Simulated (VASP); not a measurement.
# WS2 (P6_3/mmc) in VASP: notebook, part 2 of 2

VASP 6.6.1. Earlier steps stand in the parts before.

### Step 5. Single point, PBE (strain -1.0%)

Contents of INCAR:

```
PREC = Accurate ; ENCUT = 520
EDIFF = 1E-6 ; ISMEAR = -1
SIGMA = 0.02 ; LREAL = F
LASPH = T ; NELM = 80
ALGO = Normal ; ISIF = 2
LWAVE = F ; LCHARG = F
GGA = PE ; NBANDS = 35
```

Contents of KPOINTS:

```
Automatic mesh
0
Gamma
  12 12 2
```

Contents of POSCAR:

```
WS2
1.0
    3.1382468304      0.0000000000      0.0000000000
   -1.5691234152      2.7178014785      0.0000000000
    0.0000000000      0.0000000000     12.3661598469
W S
2 4
Direct
    0.3333333333      0.6666666667      0.2500000000
    0.6666666667      0.3333333333      0.7500000000
    0.6666666667      0.3333333333      0.3771168298
    0.6666666667      0.3333333333      0.1228831702
    0.3333333333      0.6666666667      0.8771168298
    0.3333333333      0.6666666667      0.6228831702
```

Potentials or basis: VASP PAW PBE potentials, release 64 (W_sv, S).

Started as:

```
$ cat potpaw_PBE.64/W_sv/POTCAR potpaw_PBE.64/S/POTCAR > POTCAR
$ mpirun -np 1 vasp_std > vasp.out
```

OUTCAR:

```text
PREC = Accurate
   ENCUT = 520
   EDIFF = 1E-6
   ISMEAR = -1
   LREAL = F
   LASPH = T
   NELM = 80
   ISIF = 2
   GGA = PE

 ion  position               nearest neighbor table
   1  0.333  0.667  0.250-   3 2.40   4 2.40   3 2.40   4 2.40   3 2.40   4 2.40
   2  0.667  0.333  0.750-   5 2.40   6 2.40   5 2.40   6 2.40   5 2.40   6 2.40
   3  0.667  0.333  0.377-   1 2.40   1 2.40   1 2.40
   4  0.667  0.333  0.123-   1 2.40   1 2.40   1 2.40
   5  0.333  0.667  0.877-   2 2.40   2 2.40   2 2.40
   6  0.333  0.667  0.623-   2 2.40   2 2.40   2 2.40

  LATTYP: Found a hexagonal cell.
 ALAT       =     3.1382468304
 C/A-ratio  =     3.9404675652

  Lattice vectors:

 A1 = (   3.1382468304,   0.0000000000,   0.0000000000)
 A2 = (  -1.5691234152,   2.7178014785,   0.0000000000)
 A3 = (   0.0000000000,   0.0000000000,  12.3661598469)

Analysis of symmetry for initial positions (statically):
=====================================================================
 Subroutine PRICEL returns:
 Original cell was already a primitive cell.
[... 183 lines left out ...]
 cond. band min:       8.5477063520   @ k =   0.1667   0.1667   0.0000
 fundamental gap:      1.0176216229
 Fermi energy:         8.0191324179

 k-point     1 :       0.0000    0.0000    0.0000
  band No.  band energies     occupation
      1     -67.0066      2.00000
      2     -67.0066      2.00000
      3     -31.2807      2.00000
      4     -31.2807      2.00000
      5     -31.0853      2.00000
      6     -31.0853      2.00000
[... 901 lines left out ...]
     34      11.5324      0.00000
     35      13.5612      0.00000

 [... further k-points ...]

------------------------ aborting loop because EDIFF is reached ----------------------------------------

  FORCE on cell =-STRESS in cart. coord.  units (eV):
  Direction    XX          YY          ZZ          XY          YZ          ZX
  --------------------------------------------------------------------------------------
  -------------------------------------------------------------------------------------
  Total        4.0589194      4.0589194      3.4058160      0.0000000     -0.0000000      0.0000000
  in kB       61.6568488     61.6568488     51.7359086      0.0000000     -0.0000000      0.0000000
  external PRESSURE =      58.3498687 kB  Pullay stress =       0.0000000 kB

 VOLUME and BASIS-vectors are now :
 -----------------------------------------------------------------------------
  energy-cutoff  :      520.00
  volume of cell :      105.47
      direct lattice vectors                 reciprocal lattice vectors
     3.138246830  0.000000000  0.000000000     0.318649250  0.183972230  0.000000000
    -1.569123415  2.717801479  0.000000000     0.000000000  0.367944461  0.000000000
     0.000000000  0.000000000 12.366159847     0.000000000  0.000000000  0.080865848

 POSITION                                       TOTAL-FORCE (eV/Angst)
 -----------------------------------------------------------------------------------
     -0.00000      1.81187      3.09154        -0.000000      0.000000     -0.000000
      1.56912      0.90593      9.27462         0.000000     -0.000000     -0.000000
      1.56912      0.90593      4.66349         0.000000      0.000000      0.218032
      1.56912      0.90593      1.51959         0.000000      0.000000     -0.218032
     -0.00000      1.81187     10.84657        -0.000000     -0.000000      0.218032
     -0.00000      1.81187      7.70267        -0.000000     -0.000000     -0.218032
 -----------------------------------------------------------------------------------
    total drift:                                0.000000     -0.000000      0.000000

  FREE ENERGIE OF THE ION-ELECTRON SYSTEM (eV)
  ---------------------------------------------------
  free  energy   TOTEN  =       -47.1985524817 eV

  energy  without entropy=      -47.1985524817  energy(sigma->0) =      -47.19855248
```

OSZICAR:

```text
N       E                     dE             d eps       ncg     rms          rms(c)
DAV:   1     0.518216280373E+03    0.51822E+03   -0.28456E+04  2884   0.149E+03
DAV:   2    -0.156599367313E+02   -0.53388E+03   -0.51602E+03  3033   0.415E+02
DAV:   3    -0.489936509895E+02   -0.33334E+02   -0.32774E+02  3309   0.982E+01
DAV:   4    -0.498146344045E+02   -0.82098E+00   -0.81705E+00  3228   0.159E+01
DAV:   5    -0.498311150274E+02   -0.16481E-01   -0.16472E-01  3216   0.240E+00    0.392E+01
DAV:   6    -0.475550612420E+02    0.22761E+01   -0.78435E+00  3032   0.189E+01    0.169E+01
DAV:   7    -0.473382876534E+02    0.21677E+00   -0.25943E+00  2901   0.829E+00    0.675E+00
DAV:   8    -0.471989577712E+02    0.13933E+00   -0.40273E-01  3018   0.437E+00    0.221E+00
DAV:   9    -0.472015604752E+02   -0.26027E-02   -0.50975E-02  3178   0.116E+00    0.122E+00
DAV:  10    -0.471990987150E+02    0.24618E-02   -0.27494E-02  3136   0.106E+00    0.406E-01
DAV:  11    -0.471985456898E+02    0.55303E-03   -0.46774E-03  2915   0.416E-01    0.183E-01
DAV:  12    -0.471985299392E+02    0.15751E-04   -0.19055E-04  3012   0.775E-02    0.814E-02
DAV:  13    -0.471985502764E+02   -0.20337E-04   -0.33676E-05  2930   0.335E-02    0.546E-02
DAV:  14    -0.471985534189E+02   -0.31424E-05   -0.24123E-05  3054   0.284E-02    0.373E-02
DAV:  15    -0.471985524075E+02    0.10114E-05   -0.39576E-06  2721   0.137E-02    0.197E-02
DAV:  16    -0.471985524817E+02   -0.74224E-07   -0.11756E-06  1537   0.483E-03
   1 F= -.47198552E+02 E0= -.47198552E+02  d E =-.160985E-12
```

stdout:

```text
POSCAR found type information on POSCAR W S
 POSCAR found :  2 types and       6 ions
 scaLAPACK will be used
 LDA part: xc-table for (Slater+PW92), standard interpolation
 POSCAR, INCAR and KPOINTS ok, starting setup
 FFT: planning ... GRIDC
 FFT: planning ... GRID_SOFT
 FFT: planning ... GRID
 WAVECAR not read
 entering main loop
```

It took 84 s on 1 thread of Intel Xeon 6975P-C (Granite Rapids), shared host; peak memory 0.28 GiB.

Results:

* Free energy: -47.1986 eV
* Pressure: 5.8 GPa
* Largest force: 0.218 eV/Å
* Band gap on the k mesh: 1.02 eV, indirect (least direct gap 1.90 eV)

Forces in eV/Å, atoms in the order of the input:
```
W    0.000  0.000  0.000
W    0.000  0.000  0.000
S    0.000  0.000  0.218
S    0.000  0.000 -0.218
S    0.000  0.000  0.218
S    0.000  0.000 -0.218
```

Levels at points of the mesh, in eV from the valence-band top:
| k point | band 23 | band 24 | band 25 | band 26 | band 27 | band 28 | band 29 | band 30 |
| --- | --- | --- | --- | --- | --- | --- | --- | --- |
| (0.00, 0.00, 0.00) | -2.12 | -1.55 | -1.23 | 0.00 | 2.40 | 2.40 | 2.41 | 2.41 |
| (0.50, 0.00, 0.00) | -1.89 | -1.69 | -1.68 | -1.51 | 2.45 | 2.49 | 2.69 | 3.02 |
| (0.00, 0.00, 0.50) | -2.14 | -2.14 | -0.33 | -0.33 | 2.39 | 2.39 | 2.39 | 2.39 |
| (0.50, 0.00, 0.50) | -1.79 | -1.79 | -1.58 | -1.58 | 2.46 | 2.46 | 2.88 | 2.88 |

Caveat: the cell differs from its parent crystal (strain -1.0%); spin-orbit coupling is left out, which moves the levels of the heavy elements; this functional lacks dispersion, which binds the layers, so the pressure and a relaxed spacing across them are unreliable. A k mesh can miss the band edges.

### Step 6. Summary

| cell | gap on the mesh (eV) | pressure (GPa) | largest force (eV/Å) |
| --- | --- | --- | --- |
| a = 3.043, b = 3.043, c = 11.991 Å, angles 90.0, 90.0, 120.0°, 6 atoms | 0.84 | 15.8 | 0.28 |
| a = 3.075, b = 3.075, c = 12.116 Å, angles 90.0, 90.0, 120.0°, 6 atoms | 0.91 | 12.1 | 0.25 |
| a = 3.107, b = 3.107, c = 12.241 Å, angles 90.0, 90.0, 120.0°, 6 atoms | 0.97 | 8.7 | 0.23 |
| a = 3.138, b = 3.138, c = 12.366 Å, angles 90.0, 90.0, 120.0°, 6 atoms | 1.02 | 5.8 | 0.22 |

Alike in all rows: task single point; level PBE; potentials or basis VASP PAW PBE potentials, release 64 (W_sv, S); no spin polarisation; k mesh 12 × 12 × 2; cutoff (eV) 520; smearing fermi-dirac 0.02 eV.

Caveats: spin-orbit coupling is left out, which moves the levels of the heavy elements; this functional lacks dispersion, which binds the layers, so the pressure and a relaxed spacing across them are unreliable (some runs).

Absolute energies hang on the potentials; compare differences alone.
